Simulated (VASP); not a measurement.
# HfRu3 (Pm-3m) in VASP: a series of runs, part 2 of 2

VASP 6.6.1. The steps go on from the part before.

## 6. Single point, r2SCAN

Contents of POSCAR:

```
HfRu3
1.0
    3.9557700000      0.0000000000      0.0000000000
    0.0000000000      3.9557700000      0.0000000000
    0.0000000000      0.0000000000      3.9557700000
Hf Ru
1 3
Direct
    0.0000000000      0.0000000000      0.0000000000
    0.5000000000      0.5000000000      0.0000000000
    0.5000000000      0.0000000000      0.5000000000
    0.0000000000      0.5000000000      0.5000000000
```

Contents of INCAR.step1:

```
PREC     = Accurate       # precision mode
ENCUT    = 520            # plane-wave cutoff, eV
ISMEAR   = 0              # smearing method
SIGMA    = 0.15           # smearing width, eV
LREAL    = F              # projectors in reciprocal space
LASPH    = T              # aspherical terms in the spheres
NELM     = 100            # most SCF steps
NBANDS   = 34             # bands
GGA      = PE             # functional
ALGO     = Normal         # electronic algorithm
EDIFF    = 1E-4           # SCF threshold, eV
LWAVE    = T              # write WAVECAR
LCHARG   = F              # write CHGCAR
```

Contents of INCAR.step2:

```
PREC     = Accurate       # precision mode
ENCUT    = 520            # plane-wave cutoff, eV
EDIFF    = 1E-6           # SCF threshold, eV
ISMEAR   = 0              # smearing method
SIGMA    = 0.15           # smearing width, eV
LREAL    = F              # projectors in reciprocal space
LASPH    = T              # aspherical terms in the spheres
NELM     = 100            # most SCF steps
ALGO     = Normal         # electronic algorithm
ISIF     = 2              # what is computed and relaxed
LWAVE    = F              # write WAVECAR
LCHARG   = F              # write CHGCAR
METAGGA  = R2SCAN         # meta-GGA
LMIXTAU  = T            
NBANDS   = 34             # bands
ISTART   = 1
```

Contents of KPOINTS:

```
Automatic mesh
0
Gamma
  6 6 6
```

Potentials or basis: VASP PAW PBE potentials, release 64 (Hf_pv, Ru_pv).

Launch:

```
cat potpaw_PBE.64/Hf_pv/POTCAR potpaw_PBE.64/Ru_pv/POTCAR > POTCAR
cp INCAR.step1 INCAR
mpirun -np 1 vasp_std > vasp.out
cp INCAR.step2 INCAR
mpirun -np 1 vasp_std > vasp.out
```

OUTCAR:

```text
PREC = Accurate
   ENCUT = 520
   EDIFF = 1E-6
   ISMEAR = 0
   LREAL = F
   LASPH = T
   NELM = 100
   ISIF = 2
   METAGGA = R2SCAN
   ISTART = 1

 ion  position               nearest neighbor table
   1  0.000  0.000  0.000-   2 2.80   3 2.80   4 2.80   3 2.80   4 2.80   2 2.80   4 2.80   4 2.80
                             2 2.80   3 2.80   3 2.80   2 2.80
   2  0.500  0.500  0.000-   1 2.80   3 2.80   4 2.80   3 2.80   4 2.80   1 2.80   3 2.80   3 2.80
                             1 2.80   4 2.80   4 2.80   1 2.80
   3  0.500  0.000  0.500-   1 2.80   2 2.80   4 2.80   1 2.80   2 2.80   2 2.80   4 2.80   2 2.80
                             1 2.80   4 2.80   1 2.80   4 2.80
   4  0.000  0.500  0.500-   1 2.80   2 2.80   3 2.80   1 2.80   2 2.80   1 2.80   3 2.80   1 2.80
                             2 2.80   3 2.80   2 2.80   3 2.80

  LATTYP: Found a simple cubic cell.
 ALAT       =     3.9557700000

  Lattice vectors:

 A1 = (   3.9557700000,   0.0000000000,   0.0000000000)
 A2 = (   0.0000000000,   3.9557700000,   0.0000000000)
 A3 = (   0.0000000000,   0.0000000000,   3.9557700000)

Analysis of symmetry for initial positions (statically):
=====================================================================
 Subroutine PRICEL returns:
 Original cell was already a primitive cell.

 Routine SETGRP: Setting up the symmetry group for a
 simple cubic supercell.

 Subroutine GETGRP returns: Found 48 space group operations
 (whereof 48 operations were pure point group operations)
 out of a pool of 48 trial point group operations.

The static configuration has the point symmetry O_h .

Analysis of symmetry for dynamics (positions and initial velocities):
=====================================================================
 Subroutine PRICEL returns:
 Original cell was already a primitive cell.

 Routine SETGRP: Setting up the symmetry group for a
 simple cubic supercell.
[... 121 lines left out ...]
   IALGO  =     38    algorithm
   IMIX   =      4    mixing-type and parameters
     AMIX     =   0.40;   BMIX     =  1.00
     AMIX_MAG =   1.60;   BMIX_MAG =  1.00
  volume/ion in A,a.u.               =      15.48       104.43
  Fermi-wavevector in a.u.,A,eV,Ry     =   1.544703  2.919065 32.464950  2.386107
  Thomas-Fermi vector in A             =   2.650186
   LORBIT       =      0    0 simple, 1 ext, 2 COOP (PROOUT), +10 PAW based schemes
   METAGGA = R2SCAN    functional components
   LHFCALC =     F    Hartree Fock is set to
   AEXX    =    0.0000 exact exchange contribution
   IVDW    =     0    specifies the selected vdW correction
   LEPSILON=     F    determine dielectric tensor
   LRPA    =     F    only Hartree local field effects (RPA)
 non-spin polarized calculation
 Gauss-broadening in eV      SIGMA  =   0.15
  energy-cutoff  :      520.00
  volume of cell :       61.90
 maximum number of plane-waves:      1743
 NGX is ok and might be reduce to    30
   NGX = 15   NGY = 15   NGZ = 15

 number of electron      51.9999967 magnetization

 Free energy of the ion-electron system (eV)
  ---------------------------------------------------
  ext. energy  EPLUGINS =         0.00000000
  ---------------------------------------------------
  free energy    TOTEN  =      -122.33379790 eV

  energy without entropy =     -122.27908985  energy(sigma->0) =     -122.30644387

 E-fermi :   9.6060     XC(G=0): -14.3856

 val. band max:        9.5784677126   @ k =   0.3333   0.1667   0.0000
 cond. band min:       9.6070862270   @ k =   0.3333   0.3333   0.0000
 fundamental gap:      0.0286185144
 Fermi energy:         9.6059838090

 k-point     1 :       0.0000    0.0000    0.0000
  band No.  band energies     occupation
      1     -34.3131      2.00000
      2     -34.3131      2.00000
      3     -34.3131      2.00000
      4     -33.9432      2.00000
      5     -33.9432      2.00000
      6     -33.9432      2.00000
[... 729 lines left out ...]
     33      14.0610      0.00000
     34      14.0610      0.00000

------------------------ aborting loop because EDIFF is reached ----------------------------------------

  FORCE on cell =-STRESS in cart. coord.  units (eV):
  Direction    XX          YY          ZZ          XY          YZ          ZX
  --------------------------------------------------------------------------------------
  -------------------------------------------------------------------------------------
  Total       -2.3975056     -2.3975056     -2.3975056      0.0000000      0.0000000      0.0000000
  in kB      -62.0550469    -62.0550469    -62.0550469      0.0000000      0.0000000      0.0000000
  external PRESSURE =     -62.0550469 kB  Pullay stress =       0.0000000 kB

 VOLUME and BASIS-vectors are now :
 -----------------------------------------------------------------------------
  energy-cutoff  :      520.00
  volume of cell :       61.90
      direct lattice vectors                 reciprocal lattice vectors
     3.955770000  0.000000000  0.000000000     0.252795284  0.000000000  0.000000000
     0.000000000  3.955770000  0.000000000     0.000000000  0.252795284  0.000000000
     0.000000000  0.000000000  3.955770000     0.000000000  0.000000000  0.252795284

 POSITION                                       TOTAL-FORCE (eV/Angst)
 -----------------------------------------------------------------------------------
      0.00000      0.00000      0.00000         0.000000      0.000000      0.000000
      1.97788      1.97788      0.00000         0.000000      0.000000      0.000000
      1.97788      0.00000      1.97788         0.000000      0.000000      0.000000
      0.00000      1.97788      1.97788         0.000000      0.000000      0.000000
 -----------------------------------------------------------------------------------
    total drift:                                0.000000      0.000000     -0.000000

  FREE ENERGIE OF THE ION-ELECTRON SYSTEM (eV)
  ---------------------------------------------------
  free  energy   TOTEN  =      -122.3337978951 eV

  energy  without entropy=     -122.2790898540  energy(sigma->0) =     -122.30644387
```

Run time: 1.7 min. Hardware: 1 thread of Intel Xeon 6975P-C (Granite Rapids), shared host; peak memory 0.19 GiB.

Results:

```
Free energy            : -122.3338 eV
Pressure               : -6.2 GPa
Band gap on the k mesh : zero (band 26 reaches 11.83 eV, above the bottom of band 27 at 8.75 eV)
```

Caveat: the PAW data sets were made with another functional, which shifts forces and pressure a little; spin-orbit coupling is left out, which moves the levels of the heavy elements.

## 7. Summary

```tsv
level	potentials or basis	gap on the mesh (eV)	pressure (GPa)
PBEsol	VASP PAW PBE potentials, release 64 (Hf_pv, Ru_pv)	none	-10.4
PBE	VASP PAW PBE potentials, release 64 (Hf_pv, Ru_pv)	none	-1.8
LDA	VASP PAW LDA potentials, release 64 (Hf_pv, Ru_pv)	none	-15.0
revPBE	VASP PAW PBE potentials, release 64 (Hf_pv, Ru_pv)	none	1.0
r2SCAN	VASP PAW PBE potentials, release 64 (Hf_pv, Ru_pv)	none	-6.2
```

Alike in all rows: task single point; no spin polarisation; cell as given; k mesh 6 × 6 × 6; cutoff (eV) 520; smearing gaussian 0.15 eV.

Caveats: spin-orbit coupling is left out, which moves the levels of the heavy elements; the PAW data sets were made with another functional, which shifts forces and pressure a little (some runs).

Absolute energies hang on the potentials; compare differences alone.
